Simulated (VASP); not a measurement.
# Si (R32) in VASP: settings compared

Si is run at these levels: PBE, PBEsol; tasks: relaxation of cell and atoms, single point.

Program: VASP 6.6.1. These are calculated values, not measurements. Logs are shortened: lines on timing, memory, paths and dates and some standing lists are left out, and cuts for length are marked.

## 1. The cell of the first run

It takes space group R32 (No. 155, trigonal). Conventional cell: a = 7.173 Å, b = 7.173 Å, c = 6.379 Å, α = 90.00°, β = 90.00°, γ = 120.00°. Si (site symmetry 3) has 4 Si at 2.17 to 2.22 Å within 2.9 Å. Si (site symmetry 2) has 4 Si at 2.22 to 2.23 Å within 2.9 Å.

The cell was generated, and may not be a known phase.

## 2. Relaxation of cell and atoms, PBE

The input, INCAR:

```
  ALGO = Normal
  EDIFF = 1E-6
  EDIFFG = -0.04
  ENCUT = 600
  GGA = PE
  IBRION = 2
  ISIF = 3
  ISMEAR = 0
  LASPH = T
  LCHARG = F
  LREAL = F
  LWAVE = F
  NELM = 100
  NSW = 90
  PREC = Accurate
  SIGMA = 0.1
```

The input, KPOINTS:

```
k-points
0
Gamma
  6 6 6
```

The input, POSCAR:

```
Si
1.0
    3.5867232100      2.0707956100      2.1263555200
   -3.5867232100      2.0707956100      2.1263555200
    0.0000000000     -4.1415912200      2.1263555200
Si
5
Direct
    0.3295443800      0.3295443800      0.3295443800
    0.6704556200      0.6704556200      0.6704556200
    0.6121795600      0.3878204400      0.0000000000
    0.0000000000      0.6121795600      0.3878204400
    0.3878204400      0.0000000000      0.6121795600
```

Potentials or basis: VASP PAW PBE potentials, release 64 (Si).

Run with:

```sh
cat potpaw_PBE.64/Si/POTCAR > POTCAR
mpirun -np 1 vasp_std > vasp.out
```

OUTCAR:

```text
EDIFF = 1E-6
   EDIFFG = -0.04
   ENCUT = 600
   GGA = PE
   IBRION = 2
   ISIF = 3
   ISMEAR = 0
   LASPH = T
   LREAL = F
   NELM = 100
   NSW = 90
   PREC = Accurate

 ion  position               nearest neighbor table
   1  0.330  0.330  0.330-   2 2.17   3 2.22   5 2.22   4 2.22   3 3.09   4 3.09   5 3.09
   2  0.670  0.670  0.670-   1 2.17   3 2.22   4 2.22   5 2.22   3 3.09   5 3.09   4 3.09
   3  0.612  0.388  0.000-   1 2.22   2 2.22   4 2.23   5 2.23   2 3.09   1 3.09
   4  0.000  0.612  0.388-   2 2.22   1 2.22   5 2.23   3 2.23   1 3.09   2 3.09
   5  0.388  0.000  0.612-   1 2.22   2 2.22   4 2.23   3 2.23   2 3.09   1 3.09

  LATTYP: Found a trigonal (rhomboedric) cell.
 ALAT       =     4.6555521306
 COS(alpha) =    -0.1870891455

  Lattice vectors:

 A1 = (   3.5867232100,   2.0707956100,   2.1263555200)
 A2 = (  -3.5867232100,   2.0707956100,   2.1263555200)
 A3 = (   0.0000000000,  -4.1415912200,   2.1263555200)

Analysis of symmetry for initial positions (statically):
=====================================================================
 Subroutine PRICEL returns:
 Original cell was already a primitive cell.

 Routine SETGRP: Setting up the symmetry group for a
 trigonal (rhombohedral) supercell.

 Subroutine GETGRP returns: Found  6 space group operations
 (whereof  6 operations were pure point group operations)
 out of a pool of 12 trial point group operations.

The static configuration has the point symmetry D_3 .

Analysis of symmetry for dynamics (positions and initial velocities):
=====================================================================
 Subroutine PRICEL returns:
 Original cell was already a primitive cell.

 Routine SETGRP: Setting up the symmetry group for a
 trigonal (rhombohedral) supercell.

 Subroutine GETGRP returns: Found  6 space group operations
 (whereof  6 operations were pure point group operations)
 out of a pool of 12 trial point group operations.

The dynamic configuration has the point symmetry D_3 .

 Subroutine INISYM returns: Found  6 space group operations
 (whereof  6 operations are pure point group operations),
 and found     1 'primitive' translations

----------------------------------------------------------------------------------------

                                     Primitive cell

  volume of cell :      94.7594

  direct lattice vectors                    reciprocal lattice vectors
     3.586723210  2.070795610  2.126355520     0.139403007  0.080484364  0.156762747
    -3.586723210  2.070795610  2.126355520    -0.139403007  0.080484364  0.156762747
     0.000000000 -4.141591220  2.126355520     0.000000000 -0.160968727  0.156762747

  length of vectors
     4.655552131  4.655552131  4.655552130     0.224689764  0.224689764  0.224689764

  position of ions in fractional coordinates (direct lattice)
     0.329544380  0.329544380  0.329544380
     0.670455620  0.670455620  0.670455620
     0.612179560  0.387820440  0.000000000
     1.000000000  0.612179560  0.387820440
     0.387820440  1.000000000  0.612179560

  ion indices of the primitive-cell ions
   primitive index   ion index
                 1           1
                 2           2
                 3           3
                 4           4
                 5           5

----------------------------------------------------------------------------------------

 KPOINTS: k-points

Automatic generation of k-mesh.
 Grid dimensions read from file:
 generate k-points for:    6    6    6

 Generating k-lattice:

  Cartesian coordinates                     Fractional coordinates (reciprocal lattice)
     0.023233834  0.013414061  0.026127125     0.166666667 -0.000000000  0.000000000
    -0.023233834  0.013414061  0.026127125    -0.000000000  0.166666667  0.000000000
     0.000000000 -0.026828121  0.026127125     0.000000000  0.000000000  0.166666667

  Length of vectors
     0.037448294  0.037448294  0.037448294

  Shift w.r.t. Gamma in fractional coordinates (k-lattice)
     0.000000000  0.000000000  0.000000000

 Subroutine IBZKPT returns following result:
 ===========================================

 Found     32 irreducible k-points:

 Following reciprocal coordinates:
            Coordinates               Weight
  0.000000  0.000000  0.000000      1.000000
  0.166667  0.000000  0.000000      6.000000
  0.333333  0.000000  0.000000      6.000000
  0.500000  0.000000  0.000000      3.000000
  0.166667  0.166667  0.000000      6.000000
  0.333333  0.166667  0.000000     12.000000
[... 16 lines left out ...]
  0.500000  0.500000  0.166667      6.000000
 -0.333333  0.500000  0.166667     12.000000
 [... further k-points ...]
   k-points           NKPTS =     32   k-points in BZ     NKDIM =     32   number of bands    NBANDS=     14
   number of dos      NEDOS =    301   number of ions     NIONS =      5
   total plane-waves  NPLWV =  64000
   dimension x,y,z NGX =    40 NGY =   40 NGZ =   40
   dimension x,y,z NGXF=    80 NGYF=   80 NGZF=   80
   ions per type =               5
   NGX,Y,Z   is equivalent  to a cutoff of  14.28, 14.28, 14.28 a.u.
   NGXF,Y,Z  is equivalent  to a cutoff of  28.57, 28.57, 28.57 a.u.
 SYSTEM =  unknown system
   PREC   = accura    normal or accurate (medium, high low for compatibility)
   ISTART =      0    job   : 0-new  1-cont  2-samecut
   ICHARG =      2    charge: 1-file 2-atom 10-const
   ISPIN  =      1    spin polarized calculation?
   LNONCOLLINEAR =      F non collinear calculations
   LSORBIT =      F    spin-orbit coupling
   LASPH  =      T    aspherical Exc in radial PAW
   ENCUT  =  600.0 eV  44.10 Ry    6.64 a.u.   9.30  9.30  9.30*2*pi/ulx,y,z
   NELM   =    100;   NELMIN=  2; NELMDL= -5     # of ELM steps
   EDIFF  = 0.1E-05   stopping-criterion for ELM
   LREAL  =      F    real-space projection
   EDIFFG = -.4E-01   stopping-criterion for IOM
   NSW    =     90    number of steps for IOM
   IBRION =      2    ionic relax: 0-MD 1-quasi-New 2-CG
   NFREE  =      1    steps in history (QN), initial steepest desc. (CG)
   ISIF   =      3    stress and relaxation
   ISYM   =      2    0-nonsym 1-usesym 2-fastsym
   POTIM  = 0.5000    time-step for ionic-motion
   TEBEG  =    0.0;   TEEND  =   0.0 temperature during run
   PSTRESS=    0.0 pullay stress
   NELECT =      20.0000    total number of electrons
   NUPDOWN=      -1.0000    fix difference up-down
   EMIN   =  10.00;   EMAX   =-10.00  energy-range for DOS
   EFERMI =   0.00;   METHOD = LEGACY
   ISMEAR =     0;   SIGMA  =   0.10  broadening in eV -4-tet -1-fermi 0-gaus
   EFERMI_NEDOS =   21; number of points for ismear=-14 and -15
   IALGO  =     38    algorithm
   IMIX   =      4    mixing-type and parameters
     AMIX     =   0.40;   BMIX     =  1.00
     AMIX_MAG =   1.60;   BMIX_MAG =  1.00
  volume/ion in A,a.u.               =      18.95       127.89
  Fermi-wavevector in a.u.,A,eV,Ry     =   0.974714  1.841943 12.926464  0.950068
  Thomas-Fermi vector in A             =   2.105196
   LORBIT       =      0    0 simple, 1 ext, 2 COOP (PROOUT), +10 PAW based schemes
   GGA     = PE    functional components
   LHFCALC =     F    Hartree Fock is set to
   AEXX    =    0.0000 exact exchange contribution
   IVDW    =     0    specifies the selected vdW correction
   LEPSILON=     F    determine dielectric tensor
   LRPA    =     F    only Hartree local field effects (RPA)
 conjugate gradient relaxation of ions
 non-spin polarized calculation
 Gauss-broadening in eV      SIGMA  =   0.10
  energy-cutoff  :      600.00
  volume of cell :       94.76
 maximum number of plane-waves:      3204
 NGX is ok and might be reduce to    40
   NGX = 19   NGY = 19   NGZ = 19

--------------------------------------- Ionic step        1  -------------------------------------------

 number of electron      20.0000000 magnetization

 Free energy of the ion-electron system (eV)
  ---------------------------------------------------
  ext. energy  EPLUGINS =         0.00000000
  ---------------------------------------------------
  free energy    TOTEN  =       -22.62266222 eV

  energy without entropy =      -22.61587847  energy(sigma->0) =      -22.61927034

------------------------ aborting loop because EDIFF is reached ----------------------------------------

  FORCE on cell =-STRESS in cart. coord.  units (eV):
  Direction    XX          YY          ZZ          XY          YZ          ZX
  --------------------------------------------------------------------------------------
  -------------------------------------------------------------------------------------
  Total       11.5968036     11.5968036     17.6799999      0.0000000      0.0000000      0.0000000
  in kB      196.0770007    196.0770005    298.9307642      0.0000000      0.0000000      0.0000000
  external PRESSURE =     230.3615885 kB  Pullay stress =       0.0000000 kB
[... 98 lines left out ...]
  FREE ENERGIE OF THE ION-ELECTRON SYSTEM (eV)
  ---------------------------------------------------
  free  energy   TOTEN  =       -24.0441953165 eV

  energy  without entropy=      -24.0345553673  energy(sigma->0) =      -24.03937534

 E-fermi :   4.2657     XC(G=0):  -8.5143

 val. band max:        4.2046590723   @ k =   0.3333   0.1667   0.0000
 cond. band min:       4.2936705021   @ k =  -0.3333   0.5000   0.3333
 fundamental gap:      0.0890114298
 Fermi energy:         4.2656554732

 k-point     1 :       0.0000    0.0000    0.0000
  band No.  band energies     occupation
      1      -7.6714      2.00000
      2      -2.6786      2.00000
      3      -2.6786      2.00000
      4      -2.3982      2.00000
      5      -0.9637      2.00000
      6       0.2216      2.00000
      7       0.2216      2.00000
      8       2.3128      2.00000
      9       2.3128      2.00000
     10       2.5909      2.00000
     11       5.2675      0.00000
     12       5.2675      0.00000
     13       5.7300      0.00000
     14       8.3660      0.00000
[... 379 lines left out ...]
      3      -3.8290      2.00000
      4      -2.6354      2.00000
      5      -0.1747      2.00000
      6       0.9585      2.00000
      7       1.1550      2.00000
      8       1.7938      2.00000
      9       3.2310      2.00000
     10       3.9197      2.00000
     11       4.8502      0.00000
     12       5.7099      0.00000
     13       6.3975      0.00000
     14       7.3006      0.00000

 [... further k-points ...]

[... ionic steps 4 to 38 ...]

--------------------------------------- Ionic step       39  -------------------------------------------

 number of electron      20.0000000 magnetization

------------------------ aborting loop because EDIFF is reached ----------------------------------------
[... 73 lines left out ...]
--------------------------------------- Ionic step       41  -------------------------------------------

 number of electron      20.0000000 magnetization

 Free energy of the ion-electron system (eV)
  ---------------------------------------------------
  ext. energy  EPLUGINS =         0.00000000
  ---------------------------------------------------
  free energy    TOTEN  =       -25.55669611 eV

  energy without entropy =      -25.55586476  energy(sigma->0) =      -25.55628044

 E-fermi :   6.2065     XC(G=0):  -9.5431

 val. band max:        6.0893969082   @ k =   0.5000   0.5000   0.5000
 cond. band min:       6.2987500539   @ k =   0.5000   0.0000   0.0000
 fundamental gap:      0.2093531457
 Fermi energy:         6.2065355006

 k-point     1 :       0.0000    0.0000    0.0000
  band No.  band energies     occupation
      1      -6.1732      2.00000
      2      -0.6347      2.00000
      3      -0.2672      2.00000
      4      -0.2672      2.00000
      5       0.3875      2.00000
      6       2.5834      2.00000
      7       2.5834      2.00000
      8       3.0443      2.00000
      9       3.2662      2.00000
     10       3.2662      2.00000
     11       6.6983      0.00000
     12       6.6983      0.00000
     13       7.2711      0.00000
     14      11.0591      0.00000
[... 423 lines left out ...]
  FREE ENERGIE OF THE ION-ELECTRON SYSTEM (eV)
  ---------------------------------------------------
  free  energy   TOTEN  =       -25.5566961068 eV

  energy  without entropy=      -25.5558647633  energy(sigma->0) =      -25.55628044

 reached required accuracy - stopping structural energy minimisation
```

Run time: 30 min. Hardware: 1 thread of Intel Xeon 8259CL, shared host; peak memory 0.26 GiB.

What came out:

- Free energy: -25.5567 eV
- Relaxed volume: 19.81 Å³/atom
- Relaxed cell: a = 4.841 Å, b = 4.841 Å, c = 4.841 Å, α = 105.07°, β = 105.07°, γ = 105.07°
- Space group after relaxing (to 0.1 Å): R32 (No. 155)
- Energy gained by relaxing: 586.8 meV/atom
- Ionic steps: 41
- Pressure after relaxing: -0.1 GPa
- Largest force after relaxing: 0.023 eV/Å
- Band gap on the k mesh: 0.21 eV (least direct gap 1.14 eV)

Forces in eV/Å, atoms in the order of the input:
```
Si   0.000  0.000 -0.008
Si   0.000  0.000  0.008
Si  -0.023  0.000  0.000
Si   0.011 -0.020  0.000
Si   0.011  0.020  0.000
```

Step by step:
| step | energy change (eV) | largest force (eV/Å) | pressure (GPa) | volume (Å³) |
| --- | --- | --- | --- | --- |
| 1 | 0.0000 | 2.4267 | 23.04 | 94.76 |
| 3 | -1.4215 | 0.5148 | 0.34 | 115.91 |
| 5 | -1.4710 | 0.4120 | 0.00 | 117.14 |
| 7 | -1.5159 | 0.6133 | -0.76 | 120.10 |
| 9 | -1.6008 | 0.9023 | 0.47 | 119.93 |
| 11 | -1.6479 | 0.4348 | -0.48 | 120.98 |
| 13 | -1.7339 | 0.2006 | -0.60 | 118.75 |
| 15 | -1.8922 | 0.6801 | -0.08 | 107.35 |
| 17 | -1.9931 | 0.5104 | -1.14 | 105.20 |
| 19 | -1.1755 | 5.6856 | 3.12 | 95.41 |
| 21 | -2.0564 | 0.6080 | -1.26 | 98.53 |
| 23 | -2.1235 | 0.2130 | -1.82 | 100.25 |
| 25 | -2.3206 | 0.5762 | 4.40 | 92.06 |
| 27 | -2.5167 | 0.6991 | 4.91 | 91.43 |
| 29 | -2.5730 | 0.8748 | 5.65 | 90.77 |
| 31 | -2.7543 | 0.9349 | -1.56 | 98.46 |
| 33 | -2.8114 | 0.7849 | -0.86 | 97.96 |
| 35 | -2.9185 | 0.5306 | 0.26 | 98.51 |
| 37 | -2.9316 | 0.0499 | -0.04 | 99.03 |
| 39 | -2.9338 | 0.0523 | 0.04 | 99.00 |
| 41 | -2.9340 | 0.0229 | -0.06 | 99.07 |

Final structure:
```
Si
1.0
     3.84280    2.21864    1.93659
    -3.84280    2.21864    1.93659
     0.00000   -4.43729    1.93659
Si
5
Direct
  0.20406 0.20406 0.20406
  0.79594 0.79594 0.79594
  0.56334 0.43666 0.00000
  0.00000 0.56334 0.43666
  0.43666 0.00000 0.56334
```

Caveat: semilocal functionals underestimate gaps, and a narrow one can read as zero.

[end of part 1 of 2]
